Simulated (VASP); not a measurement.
# BN (P6_3mc) in VASP: settings compared, part 2 of 2

VASP 6.6.1. The steps go on from the part before.

## 4. Single point, PBE (6.33 Å³/atom)

This run uses another cell than the first one, of 6.33 Å³/atom.

File INCAR:

```
ALGO = Normal
EDIFF = 1E-6
ENCUT = 520
GGA = PE
ISIF = 2
ISMEAR = 0
LASPH = T
LCHARG = F
LREAL = F
LWAVE = F
NBANDS = 16
NELM = 60
PREC = Accurate
SIGMA = 0.01
```

File KPOINTS:

```
k-points
0
Gamma
  9 9 6
```

File POSCAR:

```
BN
1.0
    2.6046054459      0.0000000000      0.0000000000
   -1.3023027230      2.2556544830      0.0000000000
    0.0000000000      0.0000000000      4.3073867522
B N
2 2
Direct
    0.6666666667      0.3333333333      0.0001896661
    0.3333333333      0.6666666667      0.5001896661
    0.6666666667      0.3333333333      0.3748103339
    0.3333333333      0.6666666667      0.8748103339
```

Potentials or basis: VASP PAW PBE potentials, release 64 (B, N).

The run is started by

```console
$ cat potpaw_PBE.64/B/POTCAR potpaw_PBE.64/N/POTCAR > POTCAR
$ mpirun -np 1 vasp_std > vasp.out
```

OUTCAR:

```text
EDIFF = 1E-6
   ENCUT = 520
   GGA = PE
   ISIF = 2
   ISMEAR = 0
   LASPH = T
   LREAL = F
   NELM = 60
   PREC = Accurate

 ion  position               nearest neighbor table
   1  0.667  0.333  0.000-   4 1.60   4 1.60   4 1.60   3 1.61
   2  0.333  0.667  0.500-   3 1.60   3 1.60   3 1.60   4 1.61
   3  0.667  0.333  0.375-   2 1.60   2 1.60   2 1.60   1 1.61
   4  0.333  0.667  0.875-   1 1.60   1 1.60   1 1.60   2 1.61

  LATTYP: Found a hexagonal cell.
 ALAT       =     2.6046054459
 C/A-ratio  =     1.6537578692

  Lattice vectors:

 A1 = (   2.6046054459,   0.0000000000,   0.0000000000)
 A2 = (  -1.3023027230,   2.2556544830,   0.0000000000)
 A3 = (   0.0000000000,   0.0000000000,   4.3073867522)

Analysis of symmetry for initial positions (statically):
=====================================================================
 Subroutine PRICEL returns:
 Original cell was already a primitive cell.

 Routine SETGRP: Setting up the symmetry group for a
 hexagonal supercell.

 Subroutine GETGRP returns: Found 12 space group operations
[... 173 lines left out ...]

 val. band max:        6.7222345646   @ k =   0.0000   0.0000   0.0000
 cond. band min:      12.0107557815   @ k =   0.3333   0.3333   0.0000
 fundamental gap:      5.2885212169
 Fermi energy:         6.8417011340

 k-point     1 :       0.0000    0.0000    0.0000
  band No.  band energies     occupation
      1     -12.9093      2.00000
      2      -9.0691      2.00000
      3      -3.5597      2.00000
      4       4.7406      2.00000
      5       4.7406      2.00000
      6       6.4801      2.00000
[... 433 lines left out ...]
      3      -1.6988      2.00000
      4      -0.7450      2.00000
      5      -0.7450      2.00000
      6       1.3095      2.00000
[... 8 lines left out ...]
     15      21.7472      0.00000
     16      21.7472      0.00000

 [... further k-points ...]

------------------------ aborting loop because EDIFF is reached ----------------------------------------

  FORCE on cell =-STRESS in cart. coord.  units (eV):
  Direction    XX          YY          ZZ          XY          YZ          ZX
  --------------------------------------------------------------------------------------
  -------------------------------------------------------------------------------------
  Total       -3.0438821     -3.0438821     -3.0867690      0.0000000      0.0000000      0.0000000
  in kB     -192.7125612   -192.7125612   -195.4277886      0.0000000      0.0000000      0.0000000
  external PRESSURE =    -193.6176370 kB  Pullay stress =       0.0000000 kB

 VOLUME and BASIS-vectors are now :
 -----------------------------------------------------------------------------
  energy-cutoff  :      520.00
  volume of cell :       25.31
      direct lattice vectors                 reciprocal lattice vectors
     2.604605446  0.000000000  0.000000000     0.383935310  0.221665155  0.000000000
    -1.302302723  2.255654483  0.000000000     0.000000000  0.443330309  0.000000000
     0.000000000  0.000000000  4.307386752     0.000000000  0.000000000  0.232159325

 POSITION                                       TOTAL-FORCE (eV/Angst)
 -----------------------------------------------------------------------------------
      1.30230      0.75188      0.00082        -0.000000      0.000000     -0.039686
     -0.00000      1.50377      2.15451         0.000000     -0.000000     -0.039686
      1.30230      0.75188      1.61445        -0.000000     -0.000000      0.039686
     -0.00000      1.50377      3.76815         0.000000      0.000000      0.039686
 -----------------------------------------------------------------------------------
    total drift:                                0.000000      0.000000     -0.000048

  FREE ENERGIE OF THE ION-ELECTRON SYSTEM (eV)
  ---------------------------------------------------
  free  energy   TOTEN  =       -34.7454313152 eV

  energy  without entropy=      -34.7454313152  energy(sigma->0) =      -34.74543132
```

Run time: 18 s. Hardware: 1 thread of Intel Xeon 6975P-C (Granite Rapids), shared host; peak memory 0.13 GiB.

What came out:

```
Free energy            : -34.7454 eV
Pressure               : -19.4 GPa
Largest force          : 0.040 eV/Å
Band gap on the k mesh : 5.29 eV (least direct gap 7.92 eV)
```

Forces on the atoms (eV/Å):
```
B    0.000  0.000 -0.040
B    0.000  0.000 -0.040
N    0.000  0.000  0.040
N    0.000  0.000  0.040
```

Levels at points of the mesh, in eV from the valence-band top:
```csv
k point,band 5,band 6,band 7,band 8,band 9,band 10,band 11,band 12
"(0.00, 0.00, 0.00)",-1.98,-0.24,0.00,0.00,8.09,8.09,8.19,8.71
"(0.00, 0.00, 0.50)",-1.10,-1.10,-1.10,-1.10,8.86,8.86,9.56,9.56
```

Caveat: the cell stands under tension; an odd mesh through Γ misses points on the zone boundary, where band edges can lie.

## 5. Single point, r2SCAN (5.54 Å³/atom)

This run uses another cell than the first one, of 5.54 Å³/atom.

File POSCAR:

```
BN
1.0
    2.4920174067      0.0000000000      0.0000000000
   -1.2460087033      2.1581503809      0.0000000000
    0.0000000000      0.0000000000      4.1219188677
B N
2 2
Direct
    0.6666666667      0.3333333333      0.0002035746
    0.3333333333      0.6666666667      0.5002035746
    0.6666666667      0.3333333333      0.3747964254
    0.3333333333      0.6666666667      0.8747964254
```

File INCAR.step1:

```
SYSTEM = BN
PREC = Accurate ; ENCUT = 520
ISMEAR = 0 ; SIGMA = 0.01
LREAL = .FALSE. ; LASPH = .TRUE.
NELM = 60 ; NBANDS = 16
GGA = PE ; ALGO = Normal
EDIFF = 1E-4 ; LWAVE = .TRUE.
LCHARG = .FALSE.
```

File INCAR.step2:

```
SYSTEM = BN
PREC = Accurate ; ENCUT = 520
EDIFF = 1E-7 ; ISMEAR = 0
SIGMA = 0.01 ; LREAL = .FALSE.
LASPH = .TRUE. ; NELM = 60
ALGO = Normal ; ISIF = 2
LWAVE = .FALSE. ; LCHARG = .TRUE.
METAGGA = R2SCAN ; LMIXTAU = .TRUE.
LELF = .TRUE. ; LVHAR = .TRUE.
NBANDS = 16 ; ISTART = 1
```

File KPOINTS:

```
regular mesh
0
G
  9 9 6
  0 0 0
```

The run is started by

```console
$ cat potpaw_PBE.64/B/POTCAR potpaw_PBE.64/N/POTCAR > POTCAR
$ cp INCAR.step1 INCAR
$ mpirun -np 1 vasp_std > vasp.out
$ cp INCAR.step2 INCAR
$ mpirun -np 1 vasp_std > vasp.out
```

It took 61 s on 1 thread of Intel Xeon 6975P-C (Granite Rapids), shared host; peak memory 0.13 GiB.

It converged, with:

```yaml
Free_energy: -38.1375 eV
Pressure: 28.5 GPa
Largest_force: 0.054 eV/Å
Band_gap_on_the_k_mesh: 5.62 eV (least direct gap 9.29 eV)
```

Forces in eV/Å, atoms in the order of the input:
```
B    0.000  0.000  0.054
B    0.000  0.000  0.054
N    0.000  0.000 -0.054
N    0.000  0.000 -0.054
```

Stress tensor (GPa, compression positive):
```
28.40  0.00  0.00
 0.00 28.40  0.00
 0.00  0.00 28.70
```

Levels at points of the mesh, in eV from the valence-band top:
```tsv
k point	band 5	band 6	band 7	band 8	band 9	band 10	band 11	band 12
(0.00, 0.00, 0.00)	-2.35	-0.29	0.00	0.00	9.34	9.34	9.67	11.02
(0.00, 0.00, 0.50)	-1.30	-1.30	-1.30	-1.30	10.85	10.85	11.03	11.03
```

Caveat: the cell stands under pressure; the PAW data sets were made with another functional, which shifts forces and pressure a little; an odd mesh through Γ misses points on the zone boundary, where band edges can lie.

## 6. Overview

```csv
level,cell,gap on the mesh (eV),pressure (GPa),largest force (eV/Å)
PBE,"a = 2.555, b = 2.555, c = 4.225 Å, angles 90.0, 90.0, 120.0°, 4 atoms",5.21,0.2,-
PBE,"a = 2.580, b = 2.580, c = 4.266 Å, angles 90.0, 90.0, 120.0°, 4 atoms",5.25,-10.2,0.02
PBE,"a = 2.605, b = 2.605, c = 4.307 Å, angles 90.0, 90.0, 120.0°, 4 atoms",5.29,-19.4,0.04
r2SCAN,"a = 2.492, b = 2.492, c = 4.122 Å, angles 90.0, 90.0, 120.0°, 4 atoms",5.62,28.5,0.05
```

Alike in all rows: task single point; potentials or basis VASP PAW PBE potentials, release 64 (B, N); no spin polarisation; k mesh 9 × 9 × 6; cutoff (eV) 520; smearing gaussian 0.01 eV.

Caveats: an odd mesh through Γ misses points on the zone boundary, where band edges can lie; the cell stands under tension (at least some runs); the cell stands under pressure (at least some runs); the PAW data sets were made with another functional, which shifts forces and pressure a little (at least some runs).

Total energies depend on the potentials used, so only differences within one code and one set of settings carry meaning.
